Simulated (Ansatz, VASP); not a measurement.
**Two plane-wave programs on AgCl**

Contents of INCAR:

```
PREC = Accurate
ENCUT = 500
EDIFF = 1E-6
ISMEAR = 0
SIGMA = 0.01
LREAL = False
LASPH = True
NELM = 120
ALGO = Normal
ISIF = 2
LWAVE = False
LCHARG = False
GGA = PS
NBANDS = 16
GGA_COMPAT = False
```

The input KPOINTS:

```
regular mesh
0
Gamma
  6 6 6
```

POSCAR

```
AgCl
1.0
    0.0000000000      2.7731838142      2.7731838142
    2.7731838142      0.0000000000      2.7731838142
    2.7731838142      2.7731838142      0.0000000000
Ag Cl
1 1
Direct
    0.0000000000      0.0000000000      0.0000000000
    0.5000000000      0.5000000000      0.5000000000
```

Input for Ansatz:

```yaml
crystal:
  lattice:
    - [0.0, 2.7731838142, 2.7731838142]
    - [2.7731838142, 0.0, 2.7731838142]
    - [2.7731838142, 2.7731838142, 0.0]
  atoms:
    - { symbol: Ag, position: [0.0, 0.0, 0.0] }
    - { symbol: Cl, position: [0.5, 0.5, 0.5] }
kpoints:
  mp_grid: { grid: [6, 6, 6] }
hamiltonian:
  xc: pbesol
scf:
  occupations: { method: fixed }
  n_extra_bands: 4
output:
  forces: true
  stress: true
  eigenvalues: true
```

Alike in both runs: task single point; functional PBEsol; k mesh 6 × 6 × 6; no spin polarisation.

|  | VASP | Ansatz |
| --- | --- | --- |
| version | VASP 6.6.1 | Ansatz 0.2.0 |
| potentials or method | VASP PAW PBE potentials, release 64 (Ag, Cl) | plane waves |
| plane-wave cutoff (eV) | 500 | 420 |
| occupations | gaussian, width 0.01 eV | fixed |
| valence electrons in the cell | 18 | 26 |

VASP gave:

- gap on the k mesh at the Fermi level (eV): 0.73
- pressure (GPa): -2.7

Q: What did Ansatz give for the same quantities?

A: gap on the k mesh at the Fermi level (eV): 0.73; pressure (GPa): -2.6.

VASP's potentials were made for PBE, not for PBEsol. VASP's potentials hold 18 valence electrons a cell and Ansatz's 26, so a difference there can come from the potentials and not from the codes.
